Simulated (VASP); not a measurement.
# BN (I-4m2) in VASP: a series of runs

Runs on BN. Level: PBE. Tasks: single point.

Program: VASP 6.6.1. These are calculated values, not measurements. Logs are shortened: lines on timing, memory, paths and dates and some standing lists are left out, and cuts for length are marked.

## (1) The cell of the first run

It takes space group I-4m2 (No. 119, tetragonal). The conventional cell has a = 2.358 Å, b = 2.358 Å, c = 3.770 Å, α = 90.00°, β = 90.00°, γ = 90.00°. B (site symmetry -4m2) has 4 N at 1.51 Å within 2.0 Å. N (site symmetry -4m2) has 4 B at 1.51 Å within 2.0 Å.

## (2) Single point, PBE (strain -0.080 along x and y, +0.040 along z)

INCAR

```
ALGO = Normal
EDIFF = 1E-6
ENCUT = 600
GGA = PE
GGA_COMPAT = False
ISIF = 2
ISMEAR = 0
LASPH = True
LCHARG = False
LREAL = False
LWAVE = False
NBANDS = 11
NELM = 120
PREC = Accurate
SIGMA = 0.05
```

KPOINTS

```
k-points
0
Gamma
  12 12 12
```

POSCAR

```
BN
1.0
    0.0000000000      1.6673606323      1.8848424539
    1.6673606323      0.0000000000      1.8848424539
    1.6673606323      1.6673606323      0.0000000000
B N
1 1
Direct
    0.0000000000      0.0000000000      0.0000000000
    0.7500000000      0.7500000000      0.7500000000
```

Potentials or basis: VASP PAW PBE potentials, release 64 (B, N).

The run is started by

```bash
$ cat potpaw_PBE.64/B/POTCAR potpaw_PBE.64/N/POTCAR > POTCAR
$ mpirun -np 1 vasp_std > vasp.out
```

OUTCAR:

```text
EDIFF = 1E-6
   ENCUT = 600
   GGA = PE
   ISIF = 2
   ISMEAR = 0
   LASPH = True
   LREAL = False
   NELM = 120
   PREC = Accurate

 ion  position               nearest neighbor table
   1  0.000  0.000  0.000-   2 1.51   2 1.51   2 1.51   2 1.51
   2  0.750  0.750  0.750-   1 1.51   1 1.51   1 1.51   1 1.51

  LATTYP: Found a body centered tetragonal cell.
 ALAT       =     2.3580040196
 C/A-ratio  =     1.5986762009

  Lattice vectors:

 A1 = (  -1.6673606323,   0.0000000000,   1.8848424539)
 A2 = (   1.6673606323,   0.0000000000,   1.8848424539)
 A3 = (   0.0000000000,   1.6673606323,  -1.8848424539)

Analysis of symmetry for initial positions (statically):
=====================================================================
 Subroutine PRICEL returns:
 Original cell was already a primitive cell.

 Routine SETGRP: Setting up the symmetry group for a
 body centered tetragonal supercell.

 Subroutine GETGRP returns: Found  8 space group operations
 (whereof  8 operations were pure point group operations)
 out of a pool of 16 trial point group operations.

The static configuration has the point symmetry D_2d.

Analysis of symmetry for dynamics (positions and initial velocities):
=====================================================================
 Subroutine PRICEL returns:
 Original cell was already a primitive cell.

 Routine SETGRP: Setting up the symmetry group for a
 body centered tetragonal supercell.

 Subroutine GETGRP returns: Found  8 space group operations
 (whereof  8 operations were pure point group operations)
 out of a pool of 16 trial point group operations.

The dynamic configuration has the point symmetry D_2d.

 Subroutine INISYM returns: Found  8 space group operations
 (whereof  8 operations are pure point group operations),
 and found     1 'primitive' translations

----------------------------------------------------------------------------------------

                                     Primitive cell

  volume of cell :      10.4801

  direct lattice vectors                    reciprocal lattice vectors
     0.000000000  1.667360632  1.884842454    -0.299875138  0.299875138  0.265274161
     1.667360632  0.000000000  1.884842454     0.299875138 -0.299875138  0.265274161
     1.667360632  1.667360632  0.000000000     0.299875138  0.299875138 -0.265274161

  length of vectors
     2.516490126  2.516490126  2.358004020     0.500220529  0.500220529  0.500220529

  position of ions in fractional coordinates (direct lattice)
     0.000000000  0.000000000  0.000000000
     0.750000000  0.750000000  0.750000000

  ion indices of the primitive-cell ions
[... 85 lines left out ...]
   PSTRESS=    0.0 pullay stress
   NELECT =       8.0000    total number of electrons
   NUPDOWN=      -1.0000    fix difference up-down
   EMIN   =  10.00;   EMAX   =-10.00  energy-range for DOS
   EFERMI =   0.00;   METHOD = LEGACY
   ISMEAR =     0;   SIGMA  =   0.05  broadening in eV -4-tet -1-fermi 0-gaus
   EFERMI_NEDOS =   21; number of points for ismear=-14 and -15
   IALGO  =     38    algorithm
   IMIX   =      4    mixing-type and parameters
     AMIX     =   0.40;   BMIX     =  1.00
     AMIX_MAG =   1.60;   BMIX_MAG =  1.00
  volume/ion in A,a.u.               =       5.24        35.36
  Fermi-wavevector in a.u.,A,eV,Ry     =   1.496179  2.827368 30.457329  2.238550
  Thomas-Fermi vector in A             =   2.608228
   LORBIT       =      0    0 simple, 1 ext, 2 COOP (PROOUT), +10 PAW based schemes
   GGA     = PE    functional components
   LHFCALC =     F    Hartree Fock is set to
   AEXX    =    0.0000 exact exchange contribution
   IVDW    =     0    specifies the selected vdW correction
   LEPSILON=     F    determine dielectric tensor
   LRPA    =     F    only Hartree local field effects (RPA)
 non-spin polarized calculation
 Gauss-broadening in eV      SIGMA  =   0.05
  energy-cutoff  :      600.00
  volume of cell :       10.48
 maximum number of plane-waves:       362
   NGX = 11   NGY = 11   NGZ =  9

 number of electron       8.0000001 magnetization

 Free energy of the ion-electron system (eV)
  ---------------------------------------------------
  ext. energy  EPLUGINS =         0.00000000
  ---------------------------------------------------
  free energy    TOTEN  =       -16.95503435 eV

  energy without entropy =      -16.95503435  energy(sigma->0) =      -16.95503435

 E-fermi :   9.7502     XC(G=0): -13.4398

 val. band max:        9.5150034918   @ k =   0.0000   0.0000   0.0000
 cond. band min:      12.8593896593   @ k =   0.5000   0.0000   0.5000
 fundamental gap:      3.3443861675
 Fermi energy:         9.7502393623

 k-point     1 :       0.0000    0.0000    0.0000
  band No.  band energies     occupation
      1     -12.6782      2.00000
      2       7.9076      2.00000
      3       9.5150      2.00000
      4       9.5150      2.00000
      5      18.2184      0.00000
      6      18.2184      0.00000
      7      19.1254      0.00000
      8      21.1851      0.00000
      9      33.6786      0.00000
     10      34.9636      0.00000
     11      36.1670      0.00000
[... 309 lines left out ...]
 k-point    24 :      -0.4167    0.1667    0.0000
  band No.  band energies     occupation
      1      -7.4089      2.00000
      2      -2.2095      2.00000
      3       3.2721      2.00000
      4       7.3527      2.00000
      5      19.4861      0.00000
      6      22.2270      0.00000
      7      22.6062      0.00000
      8      26.1177      0.00000
      9      32.7493      0.00000
     10      36.2058      0.00000
     11      37.3829      0.00000

 [... further k-points ...]

------------------------ aborting loop because EDIFF is reached ----------------------------------------

  FORCE on cell =-STRESS in cart. coord.  units (eV):
  Direction    XX          YY          ZZ          XY          YZ          ZX
  --------------------------------------------------------------------------------------
  -------------------------------------------------------------------------------------
  Total        6.0914089      6.0914089     -0.4292815      0.0000000     -0.0000000      0.0000000
  in kB      931.2455292    931.2455292    -65.6279149      0.0000000     -0.0000000      0.0000000
  external PRESSURE =     598.9543812 kB  Pullay stress =       0.0000000 kB

 VOLUME and BASIS-vectors are now :
 -----------------------------------------------------------------------------
  energy-cutoff  :      600.00
  volume of cell :       10.48
      direct lattice vectors                 reciprocal lattice vectors
     0.000000000  1.667360632  1.884842454    -0.299875138  0.299875138  0.265274161
     1.667360632  0.000000000  1.884842454     0.299875138 -0.299875138  0.265274161
     1.667360632  1.667360632  0.000000000     0.299875138  0.299875138 -0.265274161

 POSITION                                       TOTAL-FORCE (eV/Angst)
 -----------------------------------------------------------------------------------
      0.00000      0.00000      0.00000         0.000000      0.000000      0.000000
      2.50104      2.50104      2.82726        -0.000000     -0.000000     -0.000000
 -----------------------------------------------------------------------------------
    total drift:                                0.000000      0.000000      0.000000

  FREE ENERGIE OF THE ION-ELECTRON SYSTEM (eV)
  ---------------------------------------------------
  free  energy   TOTEN  =       -16.9550343546 eV

  energy  without entropy=      -16.9550343546  energy(sigma->0) =      -16.95503435
```

Run time: 11 s. Hardware: 1 thread of Intel Xeon Platinum 8488C (Sapphire Rapids), shared host; peak memory 0.13 GiB.

Results:

```
Free energy            : -16.9550 eV
Pressure               : 59.9 GPa
Band gap on the k mesh : 3.34 eV, indirect (least direct gap 8.48 eV)
```

Levels at points of the mesh, in eV from the valence-band top:
| k point | band 1 | band 2 | band 3 | band 4 | band 5 | band 6 | band 7 | band 8 | band 9 |
| --- | --- | --- | --- | --- | --- | --- | --- | --- | --- |
| (0.00, 0.00, 0.00) | -22.19 | -1.61 | 0.00 | 0.00 | 8.70 | 8.70 | 9.61 | 11.67 | 24.16 |
| (0.50, 0.00, 0.00) | -17.32 | -12.34 | -3.82 | -1.54 | 8.15 | 11.63 | 13.16 | 16.06 | 24.27 |
| (0.50, 0.50, 0.00) | -16.91 | -11.50 | -4.73 | -4.73 | 5.80 | 11.40 | 18.91 | 18.91 | 20.43 |
| (0.50, 0.00, 0.50) | -15.23 | -9.61 | -6.57 | -6.53 | 3.34 | 8.46 | 17.62 | 19.71 | 22.87 |

Caveat: the cell differs from its parent crystal (strain -0.080 along x and y, +0.040 along z). A k mesh can miss the band edges.

## (3) Single point, PBE (strain -0.080 along x and y, +0.080 along z)

INCAR is that of step 2.

KPOINTS is that of step 2.

POSCAR

```
BN
1.0
    0.0000000000      1.6673606323      1.9573363945
    1.6673606323      0.0000000000      1.9573363945
    1.6673606323      1.6673606323      0.0000000000
B N
1 1
Direct
    0.0000000000      0.0000000000      0.0000000000
    0.7500000000      0.7500000000      0.7500000000
```

Potentials or basis: VASP PAW PBE potentials, release 64 (B, N).

The run is started by

```bash
$ cat potpaw_PBE.64/B/POTCAR potpaw_PBE.64/N/POTCAR > POTCAR
$ mpirun -np 1 vasp_std > vasp.out
```

It took 11 s on 1 thread of Intel Xeon Platinum 8488C (Sapphire Rapids), shared host; peak memory 0.14 GiB.

It converged, with:

- Free energy: -16.8866 eV
- Pressure: 39.4 GPa
- Band gap on the k mesh: 2.97 eV, indirect (least direct gap 7.70 eV)

Stress tensor (GPa, compression positive):
```
 83.23   0.00   0.00
  0.00  83.23   0.00
  0.00   0.00 -48.20
```

Levels at points of the mesh, in eV from the valence-band top:
| k point | band 2 | band 3 | band 4 | band 5 | band 6 | band 7 |
| --- | --- | --- | --- | --- | --- | --- |
| (0.00, 0.00, 0.00) | -2.16 | 0.00 | 0.00 | 8.34 | 8.34 | 9.51 |
| (0.50, 0.00, 0.00) | -12.13 | -4.23 | -1.29 | 6.91 | 11.41 | 13.15 |
| (0.50, 0.50, 0.00) | -11.73 | -4.33 | -4.33 | 6.07 | 11.60 | 17.92 |
| (0.50, 0.00, 0.50) | -9.33 | -6.62 | -6.60 | 2.97 | 7.84 | 16.21 |

Caveat: the cell differs from its parent crystal (strain -0.080 along x and y, +0.080 along z). A k mesh can miss the band edges.

## (4) Single point, PBE (strain +0.000 along x and y, -0.080 along z)

INCAR

```
SYSTEM = BN
PREC = Accurate
ENCUT = 600
EDIFF = 1E-6
ISMEAR = 0
SIGMA = 0.05
LREAL = .FALSE.
LASPH = .TRUE.
NELM = 120
ALGO = Normal
ISIF = 2
LWAVE = .FALSE.
LCHARG = .TRUE.
GGA = PE
LELF = .TRUE.
LVHAR = .TRUE.
NBANDS = 11
GGA_COMPAT = .FALSE.
```

KPOINTS

```
regular mesh
0
G
  12 12 12
  0 0 0
```

POSCAR

```
BN
1.0
    0.0000000000      1.8123485134      1.6673606323
    1.8123485134      0.0000000000      1.6673606323
    1.8123485134      1.8123485134      0.0000000000
B N
1 1
Direct
    0.0000000000      0.0000000000      0.0000000000
    0.7500000000      0.7500000000      0.7500000000
```

The run is started by

```bash
$ cat potpaw_PBE.64/B/POTCAR potpaw_PBE.64/N/POTCAR > POTCAR
$ mpirun -np 1 vasp_std > vasp.out
```

Run time: 12 s. Hardware: 1 thread of Intel Xeon Platinum 8488C (Sapphire Rapids), shared host; peak memory 0.13 GiB.

The run converged. Its results:

```yaml
Free_energy: -17.2546 eV
Pressure: 36.0 GPa
Band_gap_on_the_k_mesh: 3.07 eV, indirect (least direct gap 8.34 eV)
```

Stress tensor (GPa, compression positive):
```
19.95  0.00  0.00
 0.00 19.95  0.00
 0.00  0.00 68.22
```

Levels at points of the mesh, in eV from the valence-band top:
```tsv
k point	band 1	band 2	band 3	band 4	band 5	band 6	band 7	band 8
(0.00, 0.00, 0.00)	-21.62	-0.75	-0.75	0.00	8.34	8.95	8.95	11.07
(0.50, 0.00, 0.00)	-17.00	-11.89	-3.22	-1.95	9.33	10.09	12.43	15.61
(0.50, 0.50, 0.00)	-14.84	-9.04	-6.55	-6.55	3.07	7.80	18.68	18.68
(0.50, 0.00, 0.50)	-15.89	-10.34	-5.35	-5.31	4.61	9.89	17.61	18.86
```

Caveat: the cell differs from its parent crystal (strain +0.000 along x and y, -0.080 along z). A k mesh can miss the band edges.

## (5) Summary

```tsv
cell	gap on the mesh (eV)	pressure (GPa)
a = 2.516, b = 2.516, c = 2.358 Å, angles 62.1, 62.1, 55.9°, 2 atoms	3.34	59.9
a = 2.571, b = 2.571, c = 2.358 Å, angles 62.7, 62.7, 54.6°, 2 atoms	2.97	39.4
a = 2.463, b = 2.463, c = 2.563 Å, angles 58.6, 58.6, 62.7°, 2 atoms	3.07	36.0
```

Alike in all rows: task single point; level PBE; potentials or basis VASP PAW PBE potentials, release 64 (B, N); no spin polarisation; k mesh 12 × 12 × 12; cutoff (eV) 600; smearing gaussian 0.05 eV.

Absolute energies hang on the potentials; compare differences alone.
